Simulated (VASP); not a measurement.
A run of VASP 6.6.1 is set up as follows.

File INCAR:

```
SYSTEM = ZnSe
PREC = Accurate ; ENCUT = 600
EDIFF = 1E-7 ; ISMEAR = -1
SIGMA = 0.05 ; LREAL = .FALSE.
LASPH = .TRUE. ; NELM = 60
ALGO = Normal ; ISIF = 3
LWAVE = .FALSE. ; LCHARG = .FALSE.
GGA = RP ; IVDW = 12
IBRION = 2 ; NSW = 80
EDIFFG = -0.01
```

The input KPOINTS:

```
regular mesh
0
G
  8 8 8
  0 0 0
```

File POSCAR:

```
ZnSe
1.0
    0.0000000000      2.8338000000      2.8338000000
    2.8338000000      0.0000000000      2.8338000000
    2.8338000000      2.8338000000      0.0000000000
Se Zn
1 1
Direct
    0.7500000000      0.7500000000      0.7500000000
    0.0000000000      0.0000000000      0.0000000000
```

Potentials or basis: VASP PAW PBE potentials, release 64 (Se, Zn).

Command:

```sh
$ cat potpaw_PBE.64/Se/POTCAR potpaw_PBE.64/Zn/POTCAR > POTCAR
$ mpirun -np 1 vasp_std > vasp.out
```

**Question.** Estimate the dispersion energy per atom.

**Answer.** -1.363 eV.

**Question.** Estimate the band gap on the k mesh.

**Answer.** 1.81 eV, direct.

**Question.** Predict the space group after relaxing (to 0.05 Å).

**Answer.** F-43m (No. 216).

**Question.** Estimate the relaxed cell.

**Answer.** a = 3.895 Å, b = 3.895 Å, c = 3.895 Å, α = 60.00°, β = 60.00°, γ = 60.00°.

The path:
| step | energy change (eV) | largest force (eV/Å) | pressure (GPa) | volume (Å³) |
| --- | --- | --- | --- | --- |
| 1 | 0.0000 | 0.0000 | -5.21 | 45.51 |
| 2 | -0.0603 | 0.0000 | 1.84 | 40.81 |
| 3 | -0.0657 | 0.0000 | 0.02 | 41.77 |

Caveat: the PAW data sets were made with another functional, which shifts forces and pressure a little.
